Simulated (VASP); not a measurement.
# Cu (P6_3/mmc) in VASP: further runs, part 2 of 3

VASP 6.6.1. Earlier steps stand in the parts before.

## 3. Single point, PBEsol (strain +0.025 along x and y, -0.050 along z)

INCAR reads:

```
SYSTEM = Cu
ALGO = Fast
EDIFF = 1E-7
ENCUT = 520
GGA = PS
ISIF = 2
ISMEAR = 0
LASPH = .TRUE.
LCHARG = .FALSE.
LREAL = .FALSE.
LWAVE = .FALSE.
NBANDS = 18
NELM = 60
PREC = Accurate
SIGMA = 0.15
```

KPOINTS reads:

```
k-points
0
G
  24 24 12
  0 0 0
```

POSCAR reads:

```
Cu
1.0
    2.5974490865      0.0000000000      0.0000000000
   -1.2987245433      2.2494568940      0.0000000000
    0.0000000000      0.0000000000      3.9069424500
Cu
2
Direct
    0.3333333333      0.6666666667      0.2500000000
    0.6666666667      0.3333333333      0.7500000000
```

Potentials or basis: VASP PAW PBE potentials, release 64 (Cu).

Command:

```console
> cat potpaw_PBE.64/Cu/POTCAR > POTCAR
> mpirun -np 1 vasp_std > vasp.out
```

OUTCAR:

```text
SYSTEM = Cu
   EDIFF = 1E-7
   ENCUT = 520
   GGA = PS
   ISIF = 2
   ISMEAR = 0
   LASPH = .TRUE.
   LREAL = .FALSE.
   NELM = 60
   PREC = Accurate

 ion  position               nearest neighbor table
   1  0.333  0.667  0.250-   2 2.46   2 2.46   2 2.46   2 2.46   2 2.46   2 2.46
   2  0.667  0.333  0.750-   1 2.46   1 2.46   1 2.46   1 2.46   1 2.46   1 2.46

  LATTYP: Found a hexagonal cell.
 ALAT       =     2.5974490865
 C/A-ratio  =     1.5041459216

  Lattice vectors:

 A1 = (   2.5974490865,   0.0000000000,   0.0000000000)
 A2 = (  -1.2987245433,   2.2494568940,   0.0000000000)
 A3 = (   0.0000000000,   0.0000000000,   3.9069424500)

Analysis of symmetry for initial positions (statically):
=====================================================================
 Subroutine PRICEL returns:
 Original cell was already a primitive cell.

 Routine SETGRP: Setting up the symmetry group for a
 hexagonal supercell.

 Subroutine GETGRP returns: Found 24 space group operations
 (whereof 12 operations were pure point group operations)
 out of a pool of 24 trial point group operations.

The static configuration has the point symmetry D_3d.
 The point group associated with its full space group is D_6h.

Analysis of symmetry for dynamics (positions and initial velocities):
=====================================================================
 Subroutine PRICEL returns:
 Original cell was already a primitive cell.

 Routine SETGRP: Setting up the symmetry group for a
 hexagonal supercell.

 Subroutine GETGRP returns: Found 24 space group operations
 (whereof 12 operations were pure point group operations)
 out of a pool of 24 trial point group operations.

The dynamic configuration has the point symmetry D_3d.
 The point group associated with its full space group is D_6h.

 Subroutine INISYM returns: Found 24 space group operations
 (whereof 12 operations are pure point group operations),
 and found     1 'primitive' translations

----------------------------------------------------------------------------------------

                                     Primitive cell

  volume of cell :      22.8277

  direct lattice vectors                    reciprocal lattice vectors
     2.597449087  0.000000000  0.000000000     0.384993109  0.222275875  0.000000000
    -1.298724543  2.249456894  0.000000000     0.000000000  0.444551751  0.000000000
     0.000000000  0.000000000  3.906942450     0.000000000  0.000000000  0.255954628

  length of vectors
     2.597449087  2.597449087  3.906942450     0.444551751  0.444551751  0.255954628

  position of ions in fractional coordinates (direct lattice)
     0.333333333  0.666666667  0.250000000
     0.666666667  0.333333333  0.750000000

  ion indices of the primitive-cell ions
   primitive index   ion index
                 1           1
                 2           2

----------------------------------------------------------------------------------------

 KPOINTS: k-points

Automatic generation of k-mesh.
 Grid dimensions read from file:
 generate k-points for:   24   24   12

 Generating k-lattice:

  Cartesian coordinates                     Fractional coordinates (reciprocal lattice)
     0.016041380  0.009261495  0.000000000     0.041666667  0.000000000  0.000000000
     0.000000000  0.018522990  0.000000000     0.000000000  0.041666667  0.000000000
     0.000000000  0.000000000  0.021329552     0.000000000  0.000000000  0.083333333

  Length of vectors
     0.018522990  0.018522990  0.021329552

  Shift w.r.t. Gamma in fractional coordinates (k-lattice)
     0.000000000  0.000000000  0.000000000

 Subroutine IBZKPT returns following result:
 ===========================================

 Found    427 irreducible k-points:

 Following reciprocal coordinates:
            Coordinates               Weight
  0.000000  0.000000  0.000000      1.000000
  0.041667  0.000000  0.000000      6.000000
  0.083333  0.000000  0.000000      6.000000
  0.125000  0.000000  0.000000      6.000000
  0.166667 -0.000000  0.000000      6.000000
  0.208333  0.000000  0.000000      6.000000
[... 16 lines left out ...]
  0.416667  0.041667  0.000000     12.000000
  0.458333  0.041667  0.000000     12.000000
 [... further k-points ...]
   k-points           NKPTS =    427   k-points in BZ     NKDIM =    427   number of bands    NBANDS=     18
   number of dos      NEDOS =    301   number of ions     NIONS =      2
   total plane-waves  NPLWV =  12000
   dimension x,y,z NGX =    20 NGY =   20 NGZ =   30
   dimension x,y,z NGXF=    40 NGYF=   40 NGZF=   60
   ions per type =               2
   NGX,Y,Z   is equivalent  to a cutoff of  12.80, 12.80, 12.77 a.u.
   NGXF,Y,Z  is equivalent  to a cutoff of  25.60, 25.60, 25.53 a.u.
 SYSTEM =  Cu
   PREC   = accura    normal or accurate (medium, high low for compatibility)
   ISTART =      0    job   : 0-new  1-cont  2-samecut
   ICHARG =      2    charge: 1-file 2-atom 10-const
   ISPIN  =      1    spin polarized calculation?
   LNONCOLLINEAR =      F non collinear calculations
   LSORBIT =      F    spin-orbit coupling
   LASPH  =      T    aspherical Exc in radial PAW
   ENCUT  =  520.0 eV  38.22 Ry    6.18 a.u.   4.83  4.83  7.26*2*pi/ulx,y,z
   NELM   =     60;   NELMIN=  2; NELMDL= -5     # of ELM steps
   EDIFF  = 0.1E-06   stopping-criterion for ELM
   LREAL  =      F    real-space projection
   EDIFFG = 0.1E-05   stopping-criterion for IOM
   NSW    =      0    number of steps for IOM
   IBRION =     -1    ionic relax: 0-MD 1-quasi-New 2-CG
   NFREE  =      0    steps in history (QN), initial steepest desc. (CG)
   ISIF   =      2    stress and relaxation
   ISYM   =      2    0-nonsym 1-usesym 2-fastsym
   POTIM  = 0.5000    time-step for ionic-motion
   TEBEG  =    0.0;   TEEND  =   0.0 temperature during run
   PSTRESS=    0.0 pullay stress
   NELECT =      22.0000    total number of electrons
   NUPDOWN=      -1.0000    fix difference up-down
   EMIN   =  10.00;   EMAX   =-10.00  energy-range for DOS
   EFERMI =   0.00;   METHOD = LEGACY
   ISMEAR =     0;   SIGMA  =   0.15  broadening in eV -4-tet -1-fermi 0-gaus
   EFERMI_NEDOS =   21; number of points for ismear=-14 and -15
   IALGO  =     68    algorithm
   IMIX   =      4    mixing-type and parameters
     AMIX     =   0.40;   BMIX     =  1.00
     AMIX_MAG =   1.60;   BMIX_MAG =  1.00
  volume/ion in A,a.u.               =      11.41        77.02
  Fermi-wavevector in a.u.,A,eV,Ry     =   1.617069  3.055817 35.578028  2.614911
  Thomas-Fermi vector in A             =   2.711553
   LORBIT       =      0    0 simple, 1 ext, 2 COOP (PROOUT), +10 PAW based schemes
   GGA     = PS    functional components
   LHFCALC =     F    Hartree Fock is set to
   AEXX    =    0.0000 exact exchange contribution
   IVDW    =     0    specifies the selected vdW correction
   LEPSILON=     F    determine dielectric tensor
   LRPA    =     F    only Hartree local field effects (RPA)
 non-spin polarized calculation
 RMM-DIIS sequential band-by-band and
 Gauss-broadening in eV      SIGMA  =   0.15
  energy-cutoff  :      520.00
  volume of cell :       22.83
 maximum number of plane-waves:       630
 NGX is ok and might be reduce to    20
   NGX =  9   NGY =  9   NGZ = 15

 number of electron      22.0000011 magnetization

 Free energy of the ion-electron system (eV)
  ---------------------------------------------------
  ext. energy  EPLUGINS =         0.00000000
  ---------------------------------------------------
  free energy    TOTEN  =        -8.53936162 eV

  energy without entropy =       -8.53252849  energy(sigma->0) =       -8.53594506

 E-fermi :   7.8311     XC(G=0): -13.1036

 val. band max:        7.8283381217   @ k =   0.4583   0.0833   0.1667
 cond. band min:       7.8403425226   @ k =   0.2917   0.2500   0.0000
 fundamental gap:      0.0120044009
 Fermi energy:         7.8310558202

 k-point     1 :       0.0000    0.0000    0.0000
  band No.  band energies     occupation
      1      -1.8219      2.00000
      2       2.6660      2.00000
      3       4.7425      2.00000
      4       4.7425      2.00000
      5       4.9914      2.00000
      6       5.0339      2.00000
[... 10 lines left out ...]
     17      30.1291      0.00000
     18      30.1319      0.00000
[... 463 lines left out ...]
 k-point    24 :       0.4583    0.0417    0.0000
  band No.  band energies     occupation
      1       2.7174      2.00000
      2       3.1142      2.00000
      3       3.3514      2.00000
      4       4.3941      2.00000
      5       4.4286      2.00000
      6       4.9221      2.00000
[... 10 lines left out ...]
     17      20.0611      0.00000
     18      26.6322      0.00000

 [... further k-points ...]
[... 5 lines left out ...]
  --------------------------------------------------------------------------------------
  -------------------------------------------------------------------------------------
  Total       -0.6091257     -0.6091257      1.5302094      0.0000000     -0.0000000      0.0000000
  in kB      -42.7519328    -42.7519328    107.3988685      0.0000000     -0.0000000      0.0000000
  external PRESSURE =       7.2983343 kB  Pullay stress =       0.0000000 kB

 VOLUME and BASIS-vectors are now :
 -----------------------------------------------------------------------------
  energy-cutoff  :      520.00
  volume of cell :       22.83
      direct lattice vectors                 reciprocal lattice vectors
     2.597449087  0.000000000  0.000000000     0.384993109  0.222275875  0.000000000
    -1.298724543  2.249456894  0.000000000     0.000000000  0.444551751  0.000000000
     0.000000000  0.000000000  3.906942450     0.000000000  0.000000000  0.255954628

 POSITION                                       TOTAL-FORCE (eV/Angst)
 -----------------------------------------------------------------------------------
     -0.00000      1.49964      0.97674        -0.000000      0.000000      0.000000
      1.29872      0.74982      2.93021         0.000000     -0.000000      0.000000
 -----------------------------------------------------------------------------------
    total drift:                               -0.000000      0.000000     -0.000000

  FREE ENERGIE OF THE ION-ELECTRON SYSTEM (eV)
  ---------------------------------------------------
  free  energy   TOTEN  =        -8.5393616210 eV

  energy  without entropy=       -8.5325284938  energy(sigma->0) =       -8.53594506
```

OSZICAR:

```text
N       E                     dE             d eps       ncg     rms          rms(c)
DAV:   1     0.120486800360E+03    0.12049E+03   -0.10507E+04 16620   0.220E+03
DAV:   2    -0.469290411037E+01   -0.12518E+03   -0.11904E+03 15398   0.288E+02
DAV:   3    -0.106482067482E+02   -0.59553E+01   -0.57543E+01 16956   0.857E+01
DAV:   4    -0.107110467600E+02   -0.62840E-01   -0.62795E-01 18370   0.953E+00
DAV:   5    -0.107118464986E+02   -0.79974E-03   -0.79971E-03 18862   0.926E-01    0.118E+01
RMM:   6    -0.930857036047E+01    0.14033E+01   -0.12210E+01 17990   0.619E+01    0.655E+00
RMM:   7    -0.856435108089E+01    0.74422E+00   -0.21217E+00 17787   0.267E+01    0.150E+00
RMM:   8    -0.854266548149E+01    0.21686E-01   -0.71734E-02 18914   0.248E+00    0.430E-01
RMM:   9    -0.853907652119E+01    0.35890E-02   -0.16956E-02 18657   0.244E+00    0.457E-02
RMM:  10    -0.853933542491E+01   -0.25890E-03   -0.25614E-03 19185   0.592E-01    0.426E-02
RMM:  11    -0.853935093873E+01   -0.15514E-04   -0.36166E-04 19485   0.189E-01    0.696E-03
RMM:  12    -0.853936067543E+01   -0.97367E-05   -0.87311E-05 21783   0.909E-02    0.420E-03
RMM:  13    -0.853936156302E+01   -0.88758E-06   -0.74443E-06 18523   0.245E-02    0.270E-03
RMM:  14    -0.853936164320E+01   -0.80183E-07   -0.18277E-06 16833   0.121E-02    0.811E-04
RMM:  15    -0.853936162102E+01    0.22181E-07   -0.15495E-07 12004   0.562E-03
   1 F= -.85393616E+01 E0= -.85359451E+01  d E =-.683313E-02
```

Wall time 71 s (1 thread of Intel Xeon 6975P-C (Granite Rapids), shared host); peak memory 0.24 GiB.

What came out:

* Free energy: -8.5394 eV
* Pressure: 0.7 GPa
* Band gap on the k mesh: zero (band 11 reaches 11.53 eV, above the bottom of band 12 at 5.86 eV)

Levels at points of the mesh, in eV from the Fermi level:
| k point | band 9 | band 10 | band 11 | band 12 | band 13 | band 14 |
| --- | --- | --- | --- | --- | --- | --- |
| (0.00, 0.00, 0.00) | -2.78 | -1.75 | -1.75 | -0.29 | 5.13 | 20.41 |
| (0.50, 0.00, 0.00) | -1.65 | -1.51 | -0.20 | 1.28 | 8.31 | 9.04 |
| (0.00, 0.00, 0.50) | -1.97 | -1.97 | -1.97 | -1.97 | 14.94 | 14.94 |
| (0.50, 0.00, 0.50) | -1.71 | -1.71 | 0.34 | 0.34 | 4.83 | 4.83 |

Caveat: the cell differs from its parent crystal (strain +0.025 along x and y, -0.050 along z); the PAW data sets were made with another functional, which shifts forces and pressure a little.

[end of part 2 of 3]
